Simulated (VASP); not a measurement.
# CuO (Cccm) in VASP: a series of runs

The runs below take CuO through relaxation of cell and atoms, with PBEsol+D3(BJ), RPBE.

All numbers are computed with VASP 6.6.1; they aren't measurements. Logs are shortened: lines on timing, memory, paths and dates and some standing lists are left out, and cuts for length are marked.

**1. The cell of the first run**

It takes space group Cccm (No. 66, orthorhombic). The conventional cell has a = 3.982 Å, b = 4.307 Å, c = 5.156 Å, α = 90.00°, β = 90.00°, γ = 90.00°. Cu (site symmetry 2/m) has 4 O at 1.95 Å within 2.6 Å. Within 2.6 Å of O (site symmetry 222) lie 4 Cu at 1.95 Å and 2 O at 2.58 Å.

**2. Relaxation of cell and atoms, PBEsol+D3(BJ)**

The input, INCAR:

```
PREC = Accurate
ENCUT = 600
EDIFF = 1E-6
ISMEAR = -1
SIGMA = 0.05
LREAL = F
LASPH = T
NELM = 60
ALGO = Normal
ISIF = 3
LWAVE = F
LCHARG = F
GGA = PS
IVDW = 12
IBRION = 2
NSW = 60
EDIFFG = -0.01
```

The input, KPOINTS:

```
Automatic mesh
0
Gamma
  9 9 5
```

The input, POSCAR:

```
CuO
1.0
    1.9909680000     -2.1535500000      0.0000000000
    1.9909680000      2.1535500000      0.0000000000
    0.0000000000      0.0000000000      5.1559280000
Cu O
2 2
Direct
    0.5000000000      0.0000000000      0.0000000000
    0.0000000000      0.5000000000      0.5000000000
    0.5000000000      0.5000000000      0.2500000000
    0.5000000000      0.5000000000      0.7500000000
```

Potentials or basis: VASP PAW PBE potentials, release 64 (Cu, O).

On the command line:

```bash
$ cat potpaw_PBE.64/Cu/POTCAR potpaw_PBE.64/O/POTCAR > POTCAR
$ mpirun -np 1 vasp_std > vasp.out
```

OUTCAR:

```text
PREC = Accurate
   ENCUT = 600
   EDIFF = 1E-6
   ISMEAR = -1
   LREAL = F
   LASPH = T
   NELM = 60
   ISIF = 3
   GGA = PS
   IVDW = 12
   IBRION = 2
   NSW = 60
   EDIFFG = -0.01
 IVDW          = 12

 ion  position               nearest neighbor table
   1  0.500  0.000  0.000-   3 1.95   4 1.95   3 1.95   4 1.95
   2  0.000  0.500  0.500-   3 1.95   4 1.95   3 1.95   4 1.95
   3  0.500  0.500  0.250-   1 1.95   2 1.95   1 1.95   2 1.95
   4  0.500  0.500  0.750-   1 1.95   2 1.95   1 1.95   2 1.95

  LATTYP: Found a base centered orthorhombic cell.
 ALAT       =     3.9819360000
 B/A-ratio  =     1.0816597755
 C/A-ratio  =     1.2948294498

  Lattice vectors:

 A1 = (   1.9909680000,  -2.1535500000,   0.0000000000)
 A2 = (   1.9909680000,   2.1535500000,   0.0000000000)
 A3 = (   0.0000000000,   0.0000000000,   5.1559280000)

Analysis of symmetry for initial positions (statically):
=====================================================================
 Subroutine PRICEL returns:
 Original cell was already a primitive cell.

 Routine SETGRP: Setting up the symmetry group for a
 base centered orthorhombic supercell.

 Subroutine GETGRP returns: Found  8 space group operations
 (whereof  4 operations were pure point group operations)
 out of a pool of  8 trial point group operations.

The static configuration has the point symmetry C_2h.
 The point group associated with its full space group is D_2h.

Analysis of symmetry for dynamics (positions and initial velocities):
=====================================================================
 Subroutine PRICEL returns:
 Original cell was already a primitive cell.

 Routine SETGRP: Setting up the symmetry group for a
 base centered orthorhombic supercell.

 Subroutine GETGRP returns: Found  8 space group operations
 (whereof  4 operations were pure point group operations)
 out of a pool of  8 trial point group operations.

The dynamic configuration has the point symmetry C_2h.
 The point group associated with its full space group is D_2h.

 Subroutine INISYM returns: Found  8 space group operations
 (whereof  4 operations are pure point group operations),
 and found     1 'primitive' translations

----------------------------------------------------------------------------------------

                                     Primitive cell

  volume of cell :      44.2136

  direct lattice vectors                    reciprocal lattice vectors
     1.990968000 -2.153550000  0.000000000     0.251134122 -0.232174781  0.000000000
     1.990968000  2.153550000  0.000000000     0.251134122  0.232174781  0.000000000
     0.000000000  0.000000000  5.155928000     0.000000000  0.000000000  0.193951506

  length of vectors
     2.932870809  2.932870809  5.155928000     0.342013854  0.342013854  0.193951506

  position of ions in fractional coordinates (direct lattice)
     0.500000000  0.000000000  0.000000000
     0.000000000  0.500000000  0.500000000
     0.500000000  0.500000000  0.250000000
     0.500000000  0.500000000  0.750000000

  ion indices of the primitive-cell ions
   primitive index   ion index
                 1           1
                 2           2
                 3           3
                 4           4

----------------------------------------------------------------------------------------

 KPOINTS: Automatic mesh

Automatic generation of k-mesh.
 Grid dimensions read from file:
 generate k-points for:    9    9    5

 Generating k-lattice:

  Cartesian coordinates                     Fractional coordinates (reciprocal lattice)
     0.027903791 -0.025797198  0.000000000     0.111111111  0.000000000  0.000000000
     0.027903791  0.025797198  0.000000000     0.000000000  0.111111111  0.000000000
     0.000000000  0.000000000  0.038790301     0.000000000  0.000000000  0.200000000

  Length of vectors
     0.038001539  0.038001539  0.038790301

  Shift w.r.t. Gamma in fractional coordinates (k-lattice)
     0.000000000  0.000000000  0.000000000

 Subroutine IBZKPT returns following result:
 ===========================================

 Found     75 irreducible k-points:

 Following reciprocal coordinates:
            Coordinates               Weight
  0.000000  0.000000  0.000000      1.000000
  0.111111  0.000000  0.000000      4.000000
  0.222222  0.000000  0.000000      4.000000
  0.333333  0.000000  0.000000      4.000000
  0.444444  0.000000  0.000000      4.000000
  0.111111  0.111111  0.000000      2.000000
[... 16 lines left out ...]
 -0.333333  0.333333  0.000000      2.000000
  0.444444  0.444444  0.000000      2.000000
 [... further k-points ...]
   k-points           NKPTS =     75   k-points in BZ     NKDIM =     75   number of bands    NBANDS=     21
   number of dos      NEDOS =    301   number of ions     NIONS =      4
   total plane-waves  NPLWV =  24192
   dimension x,y,z NGX =    24 NGY =   24 NGZ =   42
   dimension x,y,z NGXF=    48 NGYF=   48 NGZF=   84
   ions per type =               2   2
   NGX,Y,Z   is equivalent  to a cutoff of  13.60, 13.60, 13.54 a.u.
   NGXF,Y,Z  is equivalent  to a cutoff of  27.21, 27.21, 27.08 a.u.
 SYSTEM =  unknown system
   PREC   = accura    normal or accurate (medium, high low for compatibility)
   ISTART =      0    job   : 0-new  1-cont  2-samecut
   ICHARG =      2    charge: 1-file 2-atom 10-const
   ISPIN  =      1    spin polarized calculation?
   LNONCOLLINEAR =      F non collinear calculations
   LSORBIT =      F    spin-orbit coupling
   LASPH  =      T    aspherical Exc in radial PAW
   ENCUT  =  600.0 eV  44.10 Ry    6.64 a.u.   5.86  5.86 10.30*2*pi/ulx,y,z
   NELM   =     60;   NELMIN=  2; NELMDL= -5     # of ELM steps
   EDIFF  = 0.1E-05   stopping-criterion for ELM
   LREAL  =      F    real-space projection
   EDIFFG = -.1E-01   stopping-criterion for IOM
   NSW    =     60    number of steps for IOM
   IBRION =      2    ionic relax: 0-MD 1-quasi-New 2-CG
   NFREE  =      1    steps in history (QN), initial steepest desc. (CG)
   ISIF   =      3    stress and relaxation
   ISYM   =      2    0-nonsym 1-usesym 2-fastsym
   POTIM  = 0.5000    time-step for ionic-motion
   TEBEG  =    0.0;   TEEND  =   0.0 temperature during run
   PSTRESS=    0.0 pullay stress
   NELECT =      34.0000    total number of electrons
   NUPDOWN=      -1.0000    fix difference up-down
   EMIN   =  10.00;   EMAX   =-10.00  energy-range for DOS
   EFERMI =   0.00;   METHOD = LEGACY
   ISMEAR =    -1;   SIGMA  =   0.05  broadening in eV -4-tet -1-fermi 0-gaus
   EFERMI_NEDOS =   21; number of points for ismear=-14 and -15
   IALGO  =     38    algorithm
   IMIX   =      4    mixing-type and parameters
     AMIX     =   0.40;   BMIX     =  1.00
     AMIX_MAG =   1.60;   BMIX_MAG =  1.00
  volume/ion in A,a.u.               =      11.05        74.59
  Fermi-wavevector in a.u.,A,eV,Ry     =   1.499854  2.834314 30.607167  2.249563
  Thomas-Fermi vector in A             =   2.611430
   LORBIT       =      0    0 simple, 1 ext, 2 COOP (PROOUT), +10 PAW based schemes
   GGA     = PS    functional components
   LHFCALC =     F    Hartree Fock is set to
   AEXX    =    0.0000 exact exchange contribution
   IVDW    =    12    specifies the selected vdW correction
   LEPSILON=     F    determine dielectric tensor
   LRPA    =     F    only Hartree local field effects (RPA)
 conjugate gradient relaxation of ions
 non-spin polarized calculation
  energy-cutoff  :      600.00
  volume of cell :       44.21
 maximum number of plane-waves:      1492
   NGX = 11   NGY = 11   NGZ = 21

--------------------------------------- Ionic step        1  -------------------------------------------

 number of electron      33.9999991 magnetization

 Free energy of the ion-electron system (eV)
  ---------------------------------------------------
  ext. energy  EPLUGINS =         0.00000000
  ---------------------------------------------------
  free energy    TOTEN  =       -21.46096722 eV

  energy without entropy =      -21.44166805  energy(sigma->0) =      -21.45131764

------------------------ aborting loop because EDIFF is reached ----------------------------------------

 Edisp (eV)   -0.85898

 E8    (eV) :    -0.5215

  FORCE on cell =-STRESS in cart. coord.  units (eV):
  Direction    XX          YY          ZZ          XY          YZ          ZX
  --------------------------------------------------------------------------------------
  -------------------------------------------------------------------------------------
  Total      -1.99714    -2.40437    -2.75734    -0.00000     0.00000     0.00000
  in kB     -72.37089   -87.12759   -99.91829    -0.00000     0.00000     0.00000
  external pressure =      -86.47 kB  Pullay stress =        0.00 kB
[... 103 lines left out ...]
  FREE ENERGIE OF THE ION-ELECTRON SYSTEM (eV)
  ---------------------------------------------------
  free  energy   TOTEN  =       -22.3852657301 eV

  energy  without entropy=      -22.3664636842  energy(sigma->0) =      -22.37586471

[... ionic steps 4 to 29 ...]

--------------------------------------- Ionic step       30  -------------------------------------------

 number of electron      33.9999983 magnetization

------------------------ aborting loop because EDIFF is reached ----------------------------------------

 Edisp (eV)   -0.90512

 E8    (eV) :    -0.5498
[... 73 lines left out ...]
  energy  without entropy=      -22.3720330902  energy(sigma->0) =      -22.38140481

--------------------------------------- Ionic step       32  -------------------------------------------

 number of electron      33.9999987 magnetization

 Free energy of the ion-electron system (eV)
  ---------------------------------------------------
  ext. energy  EPLUGINS =         0.00000000
  ---------------------------------------------------
  free energy    TOTEN  =       -21.48310232 eV

  energy without entropy =      -21.46432996  energy(sigma->0) =      -21.47371614

 E-fermi :   5.4237     XC(G=0): -11.9101

 val. band max:        5.3944486197   @ k =  -0.4444   0.4444   0.4000
 cond. band min:       5.4746145285   @ k =  -0.2222   0.1111   0.0000
 fundamental gap:      0.0801659088
 Fermi energy:         5.4237367595

 k-point     1 :       0.0000    0.0000    0.0000
  band No.  band energies     occupation
      1     -14.7792      2.00000
      2     -13.3293      2.00000
      3      -3.2774      2.00000
      4      -0.3707      2.00000
      5      -0.3688      2.00000
      6       1.3807      2.00000
[... 550 lines left out ...]
      5      -0.8168      2.00000
      6      -0.2778      2.00000
[... 13 lines left out ...]
     20      12.1099      0.00000
     21      15.5673      0.00000

 [... further k-points ...]

------------------------ aborting loop because EDIFF is reached ----------------------------------------

 Edisp (eV)   -0.90785

 E8    (eV) :    -0.5514

  FORCE on cell =-STRESS in cart. coord.  units (eV):
  Direction    XX          YY          ZZ          XY          YZ          ZX
  --------------------------------------------------------------------------------------
  -------------------------------------------------------------------------------------
  Total      -0.01162    -0.01682     0.02133     0.00000     0.00000     0.00000
  in kB      -0.44443    -0.64321     0.81559     0.00000     0.00000     0.00000
  external pressure =       -0.09 kB  Pullay stress =        0.00 kB
[... 19 lines left out ...]
  FREE ENERGIE OF THE ION-ELECTRON SYSTEM (eV)
  ---------------------------------------------------
  free  energy   TOTEN  =       -22.3909483654 eV

  energy  without entropy=      -22.3721760091  energy(sigma->0) =      -22.38156219

 reached required accuracy - stopping structural energy minimisation
```

Run time: 7.1 min. Hardware: 1 thread of Intel Xeon 6975P-C (Granite Rapids), shared host; peak memory 0.24 GiB.

What came out:

| Item | Value |
| --- | --- |
| Free energy | -22.3909 eV |
| Relaxed volume | 10.47 Å³/atom |
| Relaxed cell | a = 2.868 Å, b = 2.868 Å, c = 5.092 Å, α = 90.00°, β = 90.00°, γ = 89.94° |
| Space group after relaxing (to 0.1 Å) | P4_2/mmc (No. 131) |
| Energy gained by relaxing | 17.8 meV/atom |
| Ionic steps | 32 |
| Pressure after relaxing | 0.0 GPa |
| Band gap on the k mesh | zero (bands 17 and 18 overlap by 1.00 eV) |
| Dispersion energy per atom | -0.227 eV |

Stress tensor (GPa, compression positive):
```
-0.04  0.00  0.00
 0.00 -0.06  0.00
 0.00  0.00  0.08
```

Step by step:
```
step  energy change (eV)  largest force (eV/Å)  pressure (GPa)  volume (Å³)
   1              0.0000                0.0000           -8.65        44.21
   2             -0.0333                0.0000            7.06        40.50
   3             -0.0653                0.0000           -0.21        41.96
   4             -0.0653                0.0000            0.12        41.92
   5             -0.0673                0.0000            0.27        41.84
   6             -0.0684                0.0000            0.34        41.76
   7             -0.0677                0.0000            0.56        41.59
   8             -0.0686                0.0000            0.30        41.71
   9             -0.0686                0.0000           -0.41        41.85
  10             -0.0687                0.0000           -0.02        41.78
  11             -0.0687                0.0000           -0.07        41.80
  12             -0.0687                0.0000           -0.24        41.81
  13             -0.0687                0.0000           -0.17        41.80
  14             -0.0687                0.0000            0.08        41.80
  15             -0.0688                0.0000           -0.17        41.83
  16             -0.0689                0.0000           -0.49        41.88
  17             -0.0689                0.0000           -0.37        41.88
  18             -0.0690                0.0000           -0.28        41.87
  19             -0.0691                0.0000           -0.26        41.85
  20             -0.0693                0.0000           -0.07        41.82
  21             -0.0694                0.0000            0.57        41.76
  22             -0.0694                0.0000            0.42        41.78
  23             -0.0695                0.0000            0.29        41.79
  24             -0.0696                0.0000            0.45        41.80
  25             -0.0699                0.0000            0.31        41.83
  26             -0.0699                0.0000            0.30        41.88
  27             -0.0703                0.0000           -0.15        41.95
  28             -0.0704                0.0000           -0.18        41.99
  29             -0.0705                0.0000           -0.68        42.05
  30             -0.0705                0.0000           -0.50        42.02
  31             -0.0708                0.0000           -0.17        41.96
  32             -0.0710                0.0000           -0.01        41.90
```

Final structure:
```cif
data_structure
_symmetry_space_group_name_H-M 'P 1'
_symmetry_Int_Tables_number 1
_cell_length_a 2.8684
_cell_length_b 2.8684
_cell_length_c 5.0922
_cell_angle_alpha 90.000
_cell_angle_beta 90.000
_cell_angle_gamma 89.943
_cell_volume 41.90
loop_
_atom_site_label
_atom_site_type_symbol
_atom_site_fract_x
_atom_site_fract_y
_atom_site_fract_z
_atom_site_occupancy
Cu1 Cu 0.50000 0.00000 0.00000 1
Cu2 Cu 0.00000 0.50000 0.50000 1
O1 O 0.50000 0.50000 0.25000 1
O2 O 0.50000 0.50000 0.75000 1
```

Caveat: the PAW data sets were made with another functional, which shifts forces and pressure a little; semilocal functionals often make such compounds metallic where correlation or magnetic order opens a gap, which also shifts bond lengths. With open d or f shells a metallic result of PBEsol can be an artefact of self-interaction; +U or a hybrid may open a gap.

**3. Relaxation of cell and atoms, RPBE**

The input, INCAR:

```
SYSTEM = CuO
  ALGO = Normal
  EDIFF = 1E-6
  EDIFFG = -0.01
  ENCUT = 600
  GGA = RP
  IBRION = 2
  ISIF = 3
  ISMEAR = -1
  LASPH = .True.
  LCHARG = .False.
  LREAL = .False.
  LWAVE = .False.
  NELM = 100
  NSW = 60
  PREC = Accurate
  SIGMA = 0.05
```

The input, KPOINTS:

```
k-points
0
Gamma
  9 9 5
  0 0 0
```

POSCAR is that of step 2.

Potentials or basis: VASP PAW PBE potentials, release 64 (Cu, O).

On the command line:

```bash
$ cat potpaw_PBE.64/Cu/POTCAR potpaw_PBE.64/O/POTCAR > POTCAR
$ mpirun -np 1 vasp_std > vasp.out
```

Wall time 4.9 min (1 thread of Intel Xeon 6975P-C (Granite Rapids), shared host); peak memory 0.22 GiB.

Results (log left out):

* Free energy: -18.0545 eV
* Relaxed volume: 11.66 Å³/atom
* Relaxed cell: a = 2.995 Å, b = 2.995 Å, c = 5.200 Å, α = 90.00°, β = 90.00°, γ = 89.83°
* Space group after relaxing (to 0.1 Å): P4_2/mmc (No. 131)
* Energy gained by relaxing: 13.7 meV/atom
* Ionic steps: 19
* Pressure after relaxing: -0.1 GPa
* Band gap on the k mesh: zero (bands 17 and 18 overlap by 0.89 eV)

Stress tensor (GPa, compression positive):
```
-0.10  0.00  0.00
 0.00 -0.10  0.00
 0.00  0.00  0.01
```

The path:
| step | energy change (eV) | largest force (eV/Å) | pressure (GPa) | volume (Å³) |
| --- | --- | --- | --- | --- |
| 1 | 0.0000 | 0.0000 | 7.16 | 44.21 |
| 2 | -0.0342 | 0.0000 | -3.03 | 47.45 |
| 3 | -0.0453 | 0.0000 | 0.07 | 46.32 |
| 4 | -0.0475 | 0.0000 | 0.10 | 46.41 |
| 5 | -0.0494 | 0.0000 | 0.07 | 46.60 |
| 6 | -0.0504 | 0.0000 | -0.30 | 46.69 |
| 7 | -0.0514 | 0.0000 | -0.49 | 46.82 |
| 8 | -0.0521 | 0.0000 | -1.14 | 47.08 |
| 9 | -0.0524 | 0.0000 | -1.21 | 47.06 |
| 10 | -0.0533 | 0.0000 | -0.86 | 47.00 |
| 11 | -0.0544 | 0.0000 | -0.38 | 46.86 |
| 12 | -0.0546 | 0.0000 | -0.29 | 46.79 |
| 13 | -0.0546 | 0.0000 | -0.39 | 46.76 |
| 14 | -0.0546 | 0.0000 | -0.24 | 46.70 |
| 15 | -0.0546 | 0.0000 | -0.15 | 46.74 |
| 16 | -0.0546 | 0.0000 | -0.23 | 46.75 |
| 17 | -0.0547 | 0.0000 | -0.26 | 46.73 |
| 18 | -0.0549 | 0.0000 | 0.09 | 46.64 |
| 19 | -0.0549 | 0.0000 | -0.06 | 46.65 |

Final structure:
```cif
data_structure
_symmetry_space_group_name_H-M 'P 1'
_symmetry_Int_Tables_number 1
_cell_length_a 2.9951
_cell_length_b 2.9951
_cell_length_c 5.2004
_cell_angle_alpha 90.000
_cell_angle_beta 90.000
_cell_angle_gamma 89.833
_cell_volume 46.65
loop_
_atom_site_label
_atom_site_type_symbol
_atom_site_fract_x
_atom_site_fract_y
_atom_site_fract_z
_atom_site_occupancy
Cu1 Cu 0.50000 0.00000 0.00000 1
Cu2 Cu 0.00000 0.50000 0.50000 1
O1 O 0.50000 0.50000 0.25000 1
O2 O 0.50000 0.50000 0.75000 1
```

Levels at points of the mesh, in eV from the Fermi level:
```csv
k point,band 13,band 14,band 15,band 16,band 17,band 18,band 19,band 20,band 21
"(0.00, 0.00, 0.00)",-2.23,-2.19,-2.14,-1.76,0.66,0.67,1.36,6.14,7.18
```

Caveat: the PAW data sets were made with another functional, which shifts forces and pressure a little; semilocal functionals often make such compounds metallic where correlation or magnetic order opens a gap, which also shifts bond lengths. With open d or f shells a metallic result of RPBE can be an artefact of self-interaction; +U or a hybrid may open a gap.

The gap in the log of VASP goes by the Fermi energy; the results here count the filled bands.